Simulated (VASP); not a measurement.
# Sn (Im-3m) in VASP: notebook

Aim: see how the results for Sn move with the level of theory and the settings. Levels: PBEsol, r2SCAN, PBE. Tasks: single point.

Everything below comes from runs of VASP 6.6.1. Logs are shortened: lines on timing, memory, paths and dates and some standing lists are left out, and cuts for length are marked.

## 1. The cell of the first run

Symmetry: Im-3m, No. 229, cubic system. The conventional cell has a = 3.789 Å, b = 3.789 Å, c = 3.789 Å, α = 90.00°, β = 90.00°, γ = 90.00°. Sn (site symmetry m-3m) has 14 Sn at 3.28 to 3.79 Å within 4.3 Å.

## 2. Single point, PBEsol

File INCAR:

```
SYSTEM = Sn
PREC     = Accurate       ! precision mode
ENCUT    = 520            ! plane-wave cutoff, eV
EDIFF    = 1E-6           ! SCF threshold, eV
ISMEAR   = -1             ! smearing method
SIGMA    = 0.05           ! smearing width, eV
LREAL    = .FALSE.        ! projectors in reciprocal space
LASPH    = .TRUE.         ! aspherical terms in the spheres
NELM     = 60             ! most SCF steps
ALGO     = Normal         ! electronic algorithm
ISIF     = 2              ! what is computed and relaxed
LWAVE    = .FALSE.        ! write WAVECAR
LCHARG   = .FALSE.        ! write CHGCAR
GGA      = PS             ! functional
NBANDS   = 13             ! bands
```

File KPOINTS:

```
Automatic mesh
0
G
  6 6 6
  0 0 0
```

File POSCAR:

```
Sn
1.0
   -1.8946518192      1.8946518192      1.8946518192
    1.8946518192     -1.8946518192      1.8946518192
    1.8946518192      1.8946518192     -1.8946518192
Sn
1
Direct
    0.0000000000      0.0000000000      0.0000000000
```

Potentials or basis: VASP PAW PBE potentials, release 64 (Sn_d).

Command:

```console
$ cat potpaw_PBE.64/Sn_d/POTCAR > POTCAR
$ mpirun -np 1 vasp_std > vasp.out
```

OUTCAR:

```text
SYSTEM = Sn
   PREC = Accurate
   ENCUT = 520
   EDIFF = 1E-6
   ISMEAR = -1
   LREAL = .FALSE.
   LASPH = .TRUE.
   NELM = 60
   ISIF = 2
   GGA = PS

 ion  position               nearest neighbor table
   1  0.000  0.000  0.000-

  LATTYP: Found a body centered cubic cell.
 ALAT       =     3.7893036384

  Lattice vectors:

 A1 = (  -1.8946518192,   1.8946518192,   1.8946518192)
 A2 = (   1.8946518192,  -1.8946518192,   1.8946518192)
 A3 = (   1.8946518192,   1.8946518192,  -1.8946518192)

Analysis of symmetry for initial positions (statically):
=====================================================================
 Subroutine PRICEL returns:
 Original cell was already a primitive cell.

 Routine SETGRP: Setting up the symmetry group for a
 body centered cubic supercell.

 Subroutine GETGRP returns: Found 48 space group operations
 (whereof 48 operations were pure point group operations)
 out of a pool of 48 trial point group operations.

The static configuration has the point symmetry O_h .

Analysis of symmetry for dynamics (positions and initial velocities):
=====================================================================
 Subroutine PRICEL returns:
 Original cell was already a primitive cell.

 Routine SETGRP: Setting up the symmetry group for a
 body centered cubic supercell.

 Subroutine GETGRP returns: Found 48 space group operations
 (whereof 48 operations were pure point group operations)
 out of a pool of 48 trial point group operations.

The dynamic configuration has the point symmetry O_h .

 Subroutine INISYM returns: Found 48 space group operations
 (whereof 48 operations are pure point group operations),
 and found     1 'primitive' translations

----------------------------------------------------------------------------------------

                                     Primitive cell

  volume of cell :      27.2050

  direct lattice vectors                    reciprocal lattice vectors
    -1.894651819  1.894651819  1.894651819     0.000000000  0.263900731  0.263900731
     1.894651819 -1.894651819  1.894651819     0.263900731  0.000000000  0.263900731
     1.894651819  1.894651819 -1.894651819     0.263900731  0.263900731  0.000000000

  length of vectors
     3.281633214  3.281633214  3.281633214     0.373211993  0.373211993  0.373211993

  position of ions in fractional coordinates (direct lattice)
     0.000000000  0.000000000  0.000000000

  ion indices of the primitive-cell ions
   primitive index   ion index
                 1           1

----------------------------------------------------------------------------------------

 KPOINTS: Automatic mesh

Automatic generation of k-mesh.
 Grid dimensions read from file:
 generate k-points for:    6    6    6

 Generating k-lattice:

  Cartesian coordinates                     Fractional coordinates (reciprocal lattice)
     0.000000000  0.043983455  0.043983455     0.166666667  0.000000000  0.000000000
     0.043983455  0.000000000  0.043983455     0.000000000  0.166666667  0.000000000
     0.043983455  0.043983455  0.000000000     0.000000000  0.000000000  0.166666667

  Length of vectors
     0.062201999  0.062201999  0.062201999

  Shift w.r.t. Gamma in fractional coordinates (k-lattice)
     0.000000000  0.000000000  0.000000000

 Subroutine IBZKPT returns following result:
 ===========================================

 Found     16 irreducible k-points:

 Following reciprocal coordinates:
            Coordinates               Weight
  0.000000  0.000000  0.000000      1.000000
  0.166667  0.000000  0.000000     12.000000
  0.333333  0.000000  0.000000     12.000000
  0.500000  0.000000  0.000000      6.000000
  0.166667  0.166667  0.000000     24.000000
  0.333333  0.166667  0.000000     48.000000
[... 8 lines left out ...]
  0.500000  0.500000  0.333333     12.000000
  0.500000  0.500000  0.500000      1.000000
   k-points           NKPTS =     16   k-points in BZ     NKDIM =     16   number of bands    NBANDS=     13
   number of dos      NEDOS =    301   number of ions     NIONS =      1
   total plane-waves  NPLWV =  13824
   dimension x,y,z NGX =    24 NGY =   24 NGZ =   24
   dimension x,y,z NGXF=    48 NGYF=   48 NGZF=   48
   ions per type =               1
   NGX,Y,Z   is equivalent  to a cutoff of  12.16, 12.16, 12.16 a.u.
   NGXF,Y,Z  is equivalent  to a cutoff of  24.32, 24.32, 24.32 a.u.
 SYSTEM =  Sn
   PREC   = accura    normal or accurate (medium, high low for compatibility)
   ISTART =      0    job   : 0-new  1-cont  2-samecut
   ICHARG =      2    charge: 1-file 2-atom 10-const
   ISPIN  =      1    spin polarized calculation?
   LNONCOLLINEAR =      F non collinear calculations
   LSORBIT =      F    spin-orbit coupling
   LASPH  =      T    aspherical Exc in radial PAW
   ENCUT  =  520.0 eV  38.22 Ry    6.18 a.u.   6.10  6.10  6.10*2*pi/ulx,y,z
   NELM   =     60;   NELMIN=  2; NELMDL= -5     # of ELM steps
   EDIFF  = 0.1E-05   stopping-criterion for ELM
   LREAL  =      F    real-space projection
   EDIFFG = 0.1E-04   stopping-criterion for IOM
   NSW    =      0    number of steps for IOM
   IBRION =     -1    ionic relax: 0-MD 1-quasi-New 2-CG
   NFREE  =      0    steps in history (QN), initial steepest desc. (CG)
   ISIF   =      2    stress and relaxation
   ISYM   =      2    0-nonsym 1-usesym 2-fastsym
   POTIM  = 0.5000    time-step for ionic-motion
   TEBEG  =    0.0;   TEEND  =   0.0 temperature during run
   PSTRESS=    0.0 pullay stress
   NELECT =      14.0000    total number of electrons
   NUPDOWN=      -1.0000    fix difference up-down
   EMIN   =  10.00;   EMAX   =-10.00  energy-range for DOS
   EFERMI =   0.00;   METHOD = LEGACY
   ISMEAR =    -1;   SIGMA  =   0.05  broadening in eV -4-tet -1-fermi 0-gaus
   EFERMI_NEDOS =   21; number of points for ismear=-14 and -15
   IALGO  =     38    algorithm
   IMIX   =      4    mixing-type and parameters
     AMIX     =   0.40;   BMIX     =  1.00
     AMIX_MAG =   1.60;   BMIX_MAG =  1.00
  volume/ion in A,a.u.               =      27.20       183.59
  Fermi-wavevector in a.u.,A,eV,Ry     =   1.311902  2.479136 23.416813  1.721087
  Thomas-Fermi vector in A             =   2.442332
   LORBIT       =      0    0 simple, 1 ext, 2 COOP (PROOUT), +10 PAW based schemes
   GGA     = PS    functional components
   LHFCALC =     F    Hartree Fock is set to
   AEXX    =    0.0000 exact exchange contribution
   IVDW    =     0    specifies the selected vdW correction
   LEPSILON=     F    determine dielectric tensor
   LRPA    =     F    only Hartree local field effects (RPA)
 non-spin polarized calculation
  energy-cutoff  :      520.00
  volume of cell :       27.20
 maximum number of plane-waves:       746
   NGX = 13   NGY = 13   NGZ = 13

 number of electron      13.9999996 magnetization

 Free energy of the ion-electron system (eV)
  ---------------------------------------------------
  ext. energy  EPLUGINS =         0.00000000
  ---------------------------------------------------
  free energy    TOTEN  =        -4.25157285 eV

  energy without entropy =       -4.24844576  energy(sigma->0) =       -4.25000931

 E-fermi :   8.0535     XC(G=0): -10.5012

 val. band max:        7.5039496245   @ k =   0.3333   0.1667   0.1667
 cond. band min:       8.1084251401   @ k =   0.5000   0.5000   0.3333
 fundamental gap:      0.6044755156
 Fermi energy:         8.0534985061

 k-point     1 :       0.0000    0.0000    0.0000
  band No.  band energies     occupation
      1     -13.5285      2.00000
      2     -13.5285      2.00000
      3     -13.5285      2.00000
      4     -13.3889      2.00000
      5     -13.3889      2.00000
      6      -3.1747      2.00000
      7      15.8587      0.00000
      8      15.8587      0.00000
      9      15.8587      0.00000
     10      20.0367      0.00000
     11      20.0367      0.00000
     12      20.0367      0.00000
     13      20.6633      0.00000

 k-point     2 :       0.1667    0.0000    0.0000
  band No.  band energies     occupation
      1     -13.5400      2.00000
      2     -13.5132      2.00000
      3     -13.4736      2.00000
      4     -13.4007      2.00000
      5     -13.3906      2.00000
      6      -2.5688      2.00000
      7      12.0657      0.00000
      8      14.1642      0.00000
      9      15.1160      0.00000
     10      17.6137      0.00000
     11      17.9886      0.00000
     12      19.7249      0.00000
     13      21.7094      0.00000

 k-point     3 :       0.3333    0.0000    0.0000
  band No.  band energies     occupation
      1     -13.5631      2.00000
      2     -13.5036      2.00000
      3     -13.4061      2.00000
      4     -13.3936      2.00000
      5     -13.3617      2.00000
      6      -0.7610      2.00000
      7       6.9245      2.00000
      8      12.2302      0.00000
      9      13.8581      0.00000
     10      16.2854      0.00000
     11      16.6277      0.00000
     12      21.1507      0.00000
     13      22.8140      0.00000
[... 177 lines left out ...]
 k-point    15 :       0.5000    0.5000    0.3333
  band No.  band energies     occupation
      1     -13.5240      2.00000
      2     -13.5115      2.00000
      3     -13.3892      2.00000
      4     -13.3584      2.00000
      5     -13.3202      2.00000
      6       3.6171      2.00000
      7       5.8567      2.00000
      8       8.1084      0.50003
      9       9.3486      0.00000
     10      13.3657      0.00000
     11      14.3491      0.00000
     12      23.2244      0.00000
     13      24.1561      0.00000

 k-point    16 :       0.5000    0.5000    0.5000
  band No.  band energies     occupation
      1     -13.5490      2.00000
      2     -13.5490      2.00000
      3     -13.3254      2.00000
      4     -13.3254      2.00000
      5     -13.3254      2.00000
      6       5.4146      2.00000
      7       7.4379      1.99999
      8       7.4379      1.99999
      9       7.4379      1.99999
     10      11.7554      0.00000
     11      11.7554      0.00000
     12      26.1376      0.00000
     13      28.7291      0.00000

------------------------ aborting loop because EDIFF is reached ----------------------------------------

  FORCE on cell =-STRESS in cart. coord.  units (eV):
  Direction    XX          YY          ZZ          XY          YZ          ZX
  --------------------------------------------------------------------------------------
  -------------------------------------------------------------------------------------
  Total       -0.3691641     -0.3691641     -0.3691641     -0.0000000     -0.0000000      0.0000000
  in kB      -21.7411181    -21.7411181    -21.7411181     -0.0000000     -0.0000000      0.0000000
  external PRESSURE =     -21.7411181 kB  Pullay stress =       0.0000000 kB

 VOLUME and BASIS-vectors are now :
 -----------------------------------------------------------------------------
  energy-cutoff  :      520.00
  volume of cell :       27.20
      direct lattice vectors                 reciprocal lattice vectors
    -1.894651819  1.894651819  1.894651819     0.000000000  0.263900731  0.263900731
     1.894651819 -1.894651819  1.894651819     0.263900731  0.000000000  0.263900731
     1.894651819  1.894651819 -1.894651819     0.263900731  0.263900731  0.000000000

 POSITION                                       TOTAL-FORCE (eV/Angst)
 -----------------------------------------------------------------------------------
      0.00000      0.00000      0.00000        -0.000000      0.000000     -0.000000
 -----------------------------------------------------------------------------------
    total drift:                                0.000000      0.000000      0.000000

  FREE ENERGIE OF THE ION-ELECTRON SYSTEM (eV)
  ---------------------------------------------------
  free  energy   TOTEN  =        -4.2515728534 eV

  energy  without entropy=       -4.2484457605  energy(sigma->0) =       -4.25000931
```

Wall time 3.4 s (1 thread of Intel Xeon 6975P-C, shared host); peak memory 0.13 GiB.

What came out:

```yaml
Free_energy: -4.2516 eV
Pressure: -2.2 GPa
Band_gap_on_the_k_mesh: zero (band 7 reaches 15.86 eV, above the bottom of band 8 at 5.45 eV)
```

Levels at points of the mesh, in eV from the Fermi level:
| k point | band 5 | band 6 | band 7 | band 8 | band 9 | band 10 |
| --- | --- | --- | --- | --- | --- | --- |
| (0.00, 0.00, 0.00) | -21.44 | -11.23 | 7.81 | 7.81 | 7.81 | 11.98 |
| (0.50, 0.00, 0.00) | -21.36 | -6.56 | -4.56 | 3.46 | 5.29 | 7.81 |
| (0.50, 0.50, 0.50) | -21.38 | -2.64 | -0.62 | -0.62 | -0.62 | 3.70 |

Caveat: the k points lie up to 0.39 Å⁻¹ apart; the PAW data sets were made with another functional, which shifts forces and pressure a little; spin-orbit coupling is left out, which moves the levels of the heavy elements.

## 3. Single point, r2SCAN

POSCAR is that of step 2.

File INCAR.step1:

```
SYSTEM = Sn
PREC = Accurate ; ENCUT = 520
ISMEAR = -1 ; SIGMA = 0.05
LREAL = .False. ; LASPH = .True.
NELM = 100 ; NBANDS = 13
GGA = PE ; ALGO = Normal
EDIFF = 1E-4 ; LWAVE = .True.
LCHARG = .False.
```

File INCAR.step2:

```
SYSTEM = Sn
PREC = Accurate ; ENCUT = 520
EDIFF = 1E-6 ; ISMEAR = -1
SIGMA = 0.05 ; LREAL = .False.
LASPH = .True. ; NELM = 100
ALGO = Normal ; ISIF = 2
LWAVE = .False. ; LCHARG = .False.
METAGGA = R2SCAN ; LMIXTAU = .True.
NBANDS = 13 ; ISTART = 1
```

File KPOINTS:

```
regular mesh
0
Gamma
  6 6 6
  0 0 0
```

Potentials or basis: VASP PAW PBE potentials, release 64 (Sn_d).

Command:

```console
$ cat potpaw_PBE.64/Sn_d/POTCAR > POTCAR
$ cp INCAR.step1 INCAR
$ mpirun -np 1 vasp_std > vasp.out
$ cp INCAR.step2 INCAR
$ mpirun -np 1 vasp_std > vasp.out
```

It took 15 s on 1 thread of Intel Xeon 6975P-C, shared host; peak memory 0.14 GiB.

Results (log left out):

| Item | Value |
| --- | --- |
| Free energy | -24.5302 eV |
| Pressure | -0.4 GPa |
| Band gap on the k mesh | zero (band 7 reaches 16.45 eV, above the bottom of band 8 at 5.41 eV) |

Levels at points of the mesh, in eV from the Fermi level:
```csv
k point,band 5,band 6,band 7,band 8,band 9,band 10
"(0.00, 0.00, 0.00)",-22.18,-11.71,8.36,8.36,8.36,12.85
"(0.50, 0.00, 0.00)",-22.09,-6.71,-4.75,3.68,5.78,8.50
"(0.50, 0.50, 0.50)",-22.11,-2.39,-0.66,-0.66,-0.66,4.12
```

Caveat: the k points lie up to 0.39 Å⁻¹ apart; the PAW data sets were made with another functional, which shifts forces and pressure a little; spin-orbit coupling is left out, which moves the levels of the heavy elements.

## 4. Single point, PBE

File INCAR:

```
SYSTEM = Sn
ALGO = Normal
EDIFF = 1E-6
ENCUT = 520
GGA = PE
ISIF = 2
ISMEAR = 0
LASPH = .True.
LCHARG = .False.
LREAL = .False.
LWAVE = .False.
NBANDS = 13
NELM = 100
PREC = Accurate
SIGMA = 0.011
```

File KPOINTS:

```
k-points
0
Gamma
  10 10 10
  0 0 0
```

POSCAR is that of step 3.

Command:

```console
$ cat potpaw_PBE.64/Sn_d/POTCAR > POTCAR
$ mpirun -np 1 vasp_std > vasp.out
```

It took 7 s on 1 thread of Intel Xeon 6975P-C, shared host; peak memory 0.14 GiB.

The run converged. Its results:

* Free energy: -3.7585 eV
* Pressure: 0.6 GPa
* Band gap on the k mesh: zero (band 7 reaches 16.04 eV, above the bottom of band 8 at 5.80 eV)

Levels at points of the mesh, in eV from the Fermi level:
```tsv
k point	band 4	band 5	band 6	band 7	band 8	band 9	band 10	band 11
(0.00, 0.00, 0.00)	-21.42	-21.42	-11.07	7.97	7.97	7.97	12.12	12.12
(0.50, 0.00, 0.00)	-21.43	-21.34	-6.40	-4.41	3.61	5.45	7.96	8.25
(0.50, 0.50, 0.50)	-21.36	-21.36	-2.47	-0.47	-0.47	-0.47	3.84	3.84
```

Caveat: spin-orbit coupling is left out, which moves the levels of the heavy elements.

## 5. Overview

| level | k mesh | smearing | gap on the mesh (eV) | pressure (GPa) |
| --- | --- | --- | --- | --- |
| PBEsol | 6 × 6 × 6 | fermi-dirac 0.05 eV | none | -2.2 |
| r2SCAN | 6 × 6 × 6 | fermi-dirac 0.05 eV | none | -0.4 |
| PBE | 10 × 10 × 10 | gaussian 0.011 eV | none | 0.6 |

Alike in all rows: task single point; potentials or basis VASP PAW PBE potentials, release 64 (Sn_d); no spin polarisation; cell as given; cutoff (eV) 520.

Caveats: some runs use coarse meshes; spin-orbit coupling is left out, which moves the levels of the heavy elements; the PAW data sets were made with another functional, which shifts forces and pressure a little (some runs).

Total energies depend on the potentials used, so only differences within one code and one set of settings carry meaning.
